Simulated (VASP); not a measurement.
# MgTeSe3 (P4mm) in VASP: relaxation of cell and atoms with PBE

Aim: the relaxation of cell and atoms of MgTeSe3 with PBE.

All numbers are computed with VASP 6.6.1; they aren't measurements. Logs are shortened: lines on timing, memory, paths and dates and some standing lists are left out, and cuts for length are marked.

## (1) The cell of the first run

The structure is tetragonal, space group P4mm (No. 99). The conventional cell has a = 5.316 Å, b = 5.316 Å, c = 6.376 Å, α = 90.00°, β = 90.00°, γ = 90.00°. Mg (site symmetry 4mm) has 4 Se at 2.68 Å within 3.5 Å. Within 3.2 Å of Te (site symmetry 4mm) lie 5 Se at 2.42 to 2.88 Å. Within 3.5 Å of Se (site symmetry 2mm) lie 2 Mg at 2.68 Å and 2 Te at 2.88 Å. Se (site symmetry 4mm) has 1 Te at 2.42 Å within 3.2 Å.

The cell was built from a structure type or drawn by symmetry, and may not be a known phase.

## (2) Relaxation of cell and atoms, PBE

File INCAR:

```
SYSTEM = MgTeSe3
PREC     = Accurate       ! precision mode
ENCUT    = 600            ! plane-wave cutoff, eV
EDIFF    = 1E-6           ! SCF threshold, eV
ISMEAR   = 0              ! smearing method
SIGMA    = 0.01           ! smearing width, eV
LREAL    = .FALSE.        ! projectors in reciprocal space
LASPH    = .TRUE.         ! aspherical terms in the spheres
NELM     = 60             ! most SCF steps
ALGO     = Normal         ! electronic algorithm
ISIF     = 3              ! what is computed and relaxed
LWAVE    = .FALSE.        ! write WAVECAR
LCHARG   = .FALSE.        ! write CHGCAR
GGA      = PE             ! functional
IBRION   = 2              ! ionic algorithm
NSW      = 100            ! ionic steps
EDIFFG   = -0.01          ! ionic threshold
```

File KPOINTS:

```
regular mesh
0
G
  8 8 6
  0 0 0
```

File POSCAR:

```
MgTeSe3
1.0
    5.3155439530      0.0000000000      0.0000000000
    0.0000000000      5.3155439530      0.0000000000
    0.0000000000      0.0000000000      6.3764326407
Mg Te Se
1 1 3
Direct
    0.5000000000      0.5000000000      0.3035842292
    0.0000000000      0.0000000000      0.5263360401
    0.5000000000      0.0000000000      0.3514181661
    0.0000000000      0.0000000000      0.9052063784
    0.0000000000      0.5000000000      0.3514181661
```

Potentials or basis: VASP PAW PBE potentials, release 64 (Mg, Te, Se).

Launch:

```
$ cat potpaw_PBE.64/Mg/POTCAR potpaw_PBE.64/Te/POTCAR potpaw_PBE.64/Se/POTCAR > POTCAR
$ mpirun -np 1 vasp_std > vasp.out
```

OUTCAR:

```text
SYSTEM = MgTeSe3
   PREC = Accurate
   ENCUT = 600
   EDIFF = 1E-6
   ISMEAR = 0
   LREAL = .FALSE.
   LASPH = .TRUE.
   NELM = 60
   ISIF = 3
   GGA = PE
   IBRION = 2
   NSW = 100
   EDIFFG = -0.01

 ion  position               nearest neighbor table
   1  0.500  0.500  0.304-   3 2.68   5 2.68   3 2.68   5 2.68
   2  0.000  0.000  0.526-   4 2.42   3 2.88   5 2.88   5 2.88   3 2.88
   3  0.500  0.000  0.351-   1 2.68   1 2.68   2 2.88   2 2.88
   4  0.000  0.000  0.905-   2 2.42
   5  0.000  0.500  0.351-   1 2.68   1 2.68   2 2.88   2 2.88

  LATTYP: Found a simple tetragonal cell.
 ALAT       =     5.3155439530
 C/A-ratio  =     1.1995823376

  Lattice vectors:

 A1 = (   5.3155439530,   0.0000000000,   0.0000000000)
 A2 = (   0.0000000000,   5.3155439530,   0.0000000000)
 A3 = (   0.0000000000,   0.0000000000,   6.3764326407)

Analysis of symmetry for initial positions (statically):
=====================================================================
 Subroutine PRICEL returns:
 Original cell was already a primitive cell.

 Routine SETGRP: Setting up the symmetry group for a
 simple tetragonal supercell.

 Subroutine GETGRP returns: Found  8 space group operations
 (whereof  8 operations were pure point group operations)
 out of a pool of 16 trial point group operations.

The static configuration has the point symmetry C_4v.

Analysis of symmetry for dynamics (positions and initial velocities):
=====================================================================
 Subroutine PRICEL returns:
 Original cell was already a primitive cell.

 Routine SETGRP: Setting up the symmetry group for a
 simple tetragonal supercell.

 Subroutine GETGRP returns: Found  8 space group operations
 (whereof  8 operations were pure point group operations)
 out of a pool of 16 trial point group operations.

The dynamic configuration has the point symmetry C_4v.

 Subroutine INISYM returns: Found  8 space group operations
 (whereof  8 operations are pure point group operations),
 and found     1 'primitive' translations

----------------------------------------------------------------------------------------

                                     Primitive cell

  volume of cell :     180.1662

  direct lattice vectors                    reciprocal lattice vectors
     5.315543953  0.000000000  0.000000000     0.188127501  0.000000000  0.000000000
     0.000000000  5.315543953  0.000000000     0.000000000  0.188127501  0.000000000
     0.000000000  0.000000000  6.376432641     0.000000000  0.000000000  0.156827502

  length of vectors
     5.315543953  5.315543953  6.376432641     0.188127501  0.188127501  0.156827502

  position of ions in fractional coordinates (direct lattice)
     0.500000000  0.500000000  0.303584229
     0.000000000  0.000000000  0.526336040
     0.500000000  0.000000000  0.351418166
     0.000000000  0.000000000  0.905206378
     0.000000000  0.500000000  0.351418166

  ion indices of the primitive-cell ions
   primitive index   ion index
                 1           1
                 2           2
                 3           3
                 4           4
                 5           5

----------------------------------------------------------------------------------------

 KPOINTS: regular mesh

Automatic generation of k-mesh.
 Grid dimensions read from file:
 generate k-points for:    8    8    6

 Generating k-lattice:

  Cartesian coordinates                     Fractional coordinates (reciprocal lattice)
     0.023515938  0.000000000  0.000000000     0.125000000  0.000000000  0.000000000
     0.000000000  0.023515938  0.000000000     0.000000000  0.125000000  0.000000000
     0.000000000  0.000000000  0.026137917     0.000000000  0.000000000  0.166666667

  Length of vectors
     0.023515938  0.023515938  0.026137917

  Shift w.r.t. Gamma in fractional coordinates (k-lattice)
     0.000000000  0.000000000  0.000000000

 Subroutine IBZKPT returns following result:
 ===========================================

 Found     60 irreducible k-points:

 Following reciprocal coordinates:
            Coordinates               Weight
  0.000000  0.000000  0.000000      1.000000
  0.125000  0.000000  0.000000      4.000000
  0.250000  0.000000  0.000000      4.000000
  0.375000  0.000000  0.000000      4.000000
  0.500000  0.000000  0.000000      2.000000
  0.125000  0.125000  0.000000      4.000000
[... 16 lines left out ...]
  0.375000  0.125000  0.166667     16.000000
  0.500000  0.125000  0.166667      8.000000
 [... further k-points ...]
   k-points           NKPTS =     60   k-points in BZ     NKDIM =     60   number of bands    NBANDS=     17
   number of dos      NEDOS =    301   number of ions     NIONS =      5
   total plane-waves  NPLWV =  95256
   dimension x,y,z NGX =    42 NGY =   42 NGZ =   54
   dimension x,y,z NGXF=    84 NGYF=   84 NGZF=  108
   ions per type =               1   1   3
   NGX,Y,Z   is equivalent  to a cutoff of  13.14, 13.14, 14.08 a.u.
   NGXF,Y,Z  is equivalent  to a cutoff of  26.27, 26.27, 28.16 a.u.
 SYSTEM =  MgTeSe3
   PREC   = accura    normal or accurate (medium, high low for compatibility)
   ISTART =      0    job   : 0-new  1-cont  2-samecut
   ICHARG =      2    charge: 1-file 2-atom 10-const
   ISPIN  =      1    spin polarized calculation?
   LNONCOLLINEAR =      F non collinear calculations
   LSORBIT =      F    spin-orbit coupling
   LASPH  =      T    aspherical Exc in radial PAW
   ENCUT  =  600.0 eV  44.10 Ry    6.64 a.u.  10.62 10.62 12.74*2*pi/ulx,y,z
   NELM   =     60;   NELMIN=  2; NELMDL= -5     # of ELM steps
   EDIFF  = 0.1E-05   stopping-criterion for ELM
   LREAL  =      F    real-space projection
   EDIFFG = -.1E-01   stopping-criterion for IOM
   NSW    =    100    number of steps for IOM
   IBRION =      2    ionic relax: 0-MD 1-quasi-New 2-CG
   NFREE  =      1    steps in history (QN), initial steepest desc. (CG)
   ISIF   =      3    stress and relaxation
   ISYM   =      2    0-nonsym 1-usesym 2-fastsym
   POTIM  = 0.5000    time-step for ionic-motion
   TEBEG  =    0.0;   TEEND  =   0.0 temperature during run
   PSTRESS=    0.0 pullay stress
   NELECT =      26.0000    total number of electrons
   NUPDOWN=      -1.0000    fix difference up-down
   EMIN   =  10.00;   EMAX   =-10.00  energy-range for DOS
   EFERMI =   0.00;   METHOD = LEGACY
   ISMEAR =     0;   SIGMA  =   0.01  broadening in eV -4-tet -1-fermi 0-gaus
   EFERMI_NEDOS =   21; number of points for ismear=-14 and -15
   IALGO  =     38    algorithm
   IMIX   =      4    mixing-type and parameters
     AMIX     =   0.40;   BMIX     =  1.00
     AMIX_MAG =   1.60;   BMIX_MAG =  1.00
  volume/ion in A,a.u.               =      36.03       243.16
  Fermi-wavevector in a.u.,A,eV,Ry     =   0.858700  1.622708 10.032473  0.737366
  Thomas-Fermi vector in A             =   1.975944
   LORBIT       =      0    0 simple, 1 ext, 2 COOP (PROOUT), +10 PAW based schemes
   GGA     = PE    functional components
   LHFCALC =     F    Hartree Fock is set to
   AEXX    =    0.0000 exact exchange contribution
   IVDW    =     0    specifies the selected vdW correction
   LEPSILON=     F    determine dielectric tensor
   LRPA    =     F    only Hartree local field effects (RPA)
 conjugate gradient relaxation of ions
 non-spin polarized calculation
 Gauss-broadening in eV      SIGMA  =   0.01
  energy-cutoff  :      600.00
  volume of cell :      180.17
 maximum number of plane-waves:      6045
   NGX = 21   NGY = 21   NGZ = 25

--------------------------------------- Ionic step        1  -------------------------------------------

 number of electron      25.9999997 magnetization

 Free energy of the ion-electron system (eV)
  ---------------------------------------------------
  ext. energy  EPLUGINS =         0.00000000
  ---------------------------------------------------
  free energy    TOTEN  =       -16.29357818 eV

  energy without entropy =      -16.29357799  energy(sigma->0) =      -16.29357809

------------------------ aborting loop because EDIFF is reached ----------------------------------------

  FORCE on cell =-STRESS in cart. coord.  units (eV):
  Direction    XX          YY          ZZ          XY          YZ          ZX
  --------------------------------------------------------------------------------------
  -------------------------------------------------------------------------------------
  Total       -0.0312904     -0.0312904     -0.2172079      0.0000000      0.0000000      0.0000000
  in kB       -0.2782589     -0.2782589     -1.9315809      0.0000000      0.0000000      0.0000000
  external PRESSURE =      -0.8293662 kB  Pullay stress =       0.0000000 kB
[... 98 lines left out ...]
  FREE ENERGIE OF THE ION-ELECTRON SYSTEM (eV)
  ---------------------------------------------------
  free  energy   TOTEN  =       -16.2986219247 eV

  energy  without entropy=      -16.2985873670  energy(sigma->0) =      -16.29860465

[... ionic steps 4 to 22 ...]

--------------------------------------- Ionic step       23  -------------------------------------------

 number of electron      26.0000001 magnetization

------------------------ aborting loop because EDIFF is reached ----------------------------------------

  FORCE on cell =-STRESS in cart. coord.  units (eV):
  Direction    XX          YY          ZZ          XY          YZ          ZX
  --------------------------------------------------------------------------------------
  -------------------------------------------------------------------------------------
  Total       -0.0316754     -0.0316754      0.0968972      0.0000000      0.0000000      0.0000000
  in kB       -0.2817246     -0.2817246      0.8618160      0.0000000      0.0000000      0.0000000
  external PRESSURE =       0.0994556 kB  Pullay stress =       0.0000000 kB
[... 63 lines left out ...]
  energy  without entropy=      -16.3026813910  energy(sigma->0) =      -16.30269066

--------------------------------------- Ionic step       25  -------------------------------------------

 number of electron      26.0000001 magnetization

 Free energy of the ion-electron system (eV)
  ---------------------------------------------------
  ext. energy  EPLUGINS =         0.00000000
  ---------------------------------------------------
  free energy    TOTEN  =       -16.30274215 eV

  energy without entropy =      -16.30272447  energy(sigma->0) =      -16.30273331

 E-fermi :   1.6526     XC(G=0):  -7.3529

 val. band max:        1.6447753781   @ k =   0.5000   0.5000   0.0000
 cond. band min:       1.6631025185   @ k =   0.5000   0.5000   0.5000
 fundamental gap:      0.0183271404
 Fermi energy:         1.6525524824

 k-point     1 :       0.0000    0.0000    0.0000
  band No.  band energies     occupation
      1     -12.8467      2.00000
      2     -10.9142      2.00000
      3     -10.6448      2.00000
      4      -8.1426      2.00000
      5      -3.9199      2.00000
      6      -3.9199      2.00000
[... 9 lines left out ...]
     16       3.2328      0.00000
     17       4.7768      0.00000
[... 443 lines left out ...]
      1     -12.3929      2.00000
      2     -11.2269      2.00000
      3     -10.8888      2.00000
      4      -8.6269      2.00000
      5      -3.5950      2.00000
      6      -2.8171      2.00000
[... 9 lines left out ...]
     16       4.6458      0.00000
     17       4.7480      0.00000

 [... further k-points ...]

------------------------ aborting loop because EDIFF is reached ----------------------------------------

  FORCE on cell =-STRESS in cart. coord.  units (eV):
  Direction    XX          YY          ZZ          XY          YZ          ZX
  --------------------------------------------------------------------------------------
  -------------------------------------------------------------------------------------
  Total       -0.0203309     -0.0203309      0.0309907      0.0000000      0.0000000      0.0000000
  in kB       -0.1809084     -0.1809084      0.2757617      0.0000000      0.0000000      0.0000000
  external PRESSURE =      -0.0286850 kB  Pullay stress =       0.0000000 kB
[... 20 lines left out ...]
  FREE ENERGIE OF THE ION-ELECTRON SYSTEM (eV)
  ---------------------------------------------------
  free  energy   TOTEN  =       -16.3027421528 eV

  energy  without entropy=      -16.3027244736  energy(sigma->0) =      -16.30273331

 reached required accuracy - stopping structural energy minimisation
```

Run time: 17 min. Hardware: 1 thread of Intel Xeon 6975P-C (Granite Rapids), shared host; peak memory 0.5 GiB.

Results:

```yaml
Free_energy: -16.3027 eV
Relaxed_volume: 36.01 Å³/atom
Relaxed_cell: a = 5.343 Å, b = 5.343 Å, c = 6.308 Å, α = 90.00°, β = 90.00°, γ = 90.00°
Space_group_after_relaxing_to_0.1_Å: P4mm (No. 99)
Energy_gained_by_relaxing: 1.8 meV/atom
Ionic_steps: 25
Pressure_after_relaxing: 0.0 GPa
Band_gap_on_the_k_mesh: 0.02 eV (least direct gap 0.66 eV)
```

Forces in eV/Å, atoms in the order of the input:
```
Mg   0.000  0.000  0.000
Te   0.000  0.000  0.003
Se   0.000  0.000 -0.003
Se   0.000  0.000  0.003
Se   0.000  0.000 -0.003
```

The path:
```
step  energy change (eV)  largest force (eV/Å)  pressure (GPa)  volume (Å³)
   1              0.0000                0.1404           -0.08       180.17
   2             -0.0020                0.1237            0.00       179.68
   3             -0.0050                0.0852            0.18       178.51
   4             -0.0032                0.0672            0.57       176.18
   5             -0.0056                0.0637            0.30       177.75
   6             -0.0068                0.0286            0.22       178.01
   7             -0.0083                0.0815           -0.02       178.76
   8             -0.0086                0.0219            0.01       178.79
   9             -0.0086                0.0204            0.01       178.81
  10             -0.0086                0.0197            0.01       178.80
  11             -0.0086                0.0194            0.01       178.80
  12             -0.0086                0.0198            0.01       178.80
  13             -0.0086                0.0200            0.01       178.80
  14             -0.0086                0.0195            0.01       178.84
  15             -0.0086                0.0191           -0.01       178.95
  16             -0.0087                0.0184           -0.03       179.17
  17             -0.0088                0.0227           -0.08       179.61
  18             -0.0088                0.0225           -0.08       179.61
  19             -0.0088                0.0210           -0.07       179.63
  20             -0.0088                0.0176           -0.06       179.66
  21             -0.0089                0.0123           -0.05       179.73
  22             -0.0090                0.0089           -0.04       179.87
  23             -0.0091                0.0295            0.01       180.14
  24             -0.0091                0.0217           -0.01       180.06
  25             -0.0092                0.0028            0.00       180.06
```

Final structure:
```
Mg Te Se
1.0
     5.34272    0.00000    0.00000
     0.00000    5.34272    0.00000
     0.00000    0.00000    6.30789
Mg Te Se
1 1 3
Direct
  0.50000 0.50000 0.30996
  0.00000 0.00000 0.51620
  0.50000 0.00000 0.35656
  0.00000 0.00000 0.89868
  0.00000 0.50000 0.35656
```

Levels at points of the mesh, in eV from the valence-band top:
```csv
k point,band 10,band 11,band 12,band 13,band 14,band 15,band 16,band 17
"(0.00, 0.00, 0.00)",-2.05,-1.49,-1.03,-1.03,0.51,1.59,1.59,3.13
"(0.50, 0.00, 0.00)",-1.74,-1.73,-1.02,-0.60,0.87,1.70,3.19,3.29
"(0.50, 0.50, 0.00)",-1.73,-1.41,-1.39,0.00,0.83,0.83,2.60,3.67
"(0.00, 0.00, 0.50)",-2.56,-1.56,-1.42,-1.42,0.70,1.90,2.48,2.48
"(0.50, 0.00, 0.50)",-2.39,-1.48,-0.72,-0.63,0.21,1.80,2.55,3.13
"(0.50, 0.50, 0.50)",-1.39,-0.96,-0.69,-0.69,0.02,0.02,1.96,2.12
```

Caveat: spin-orbit coupling is left out, which moves the levels of the heavy elements. A k mesh can miss the band edges.
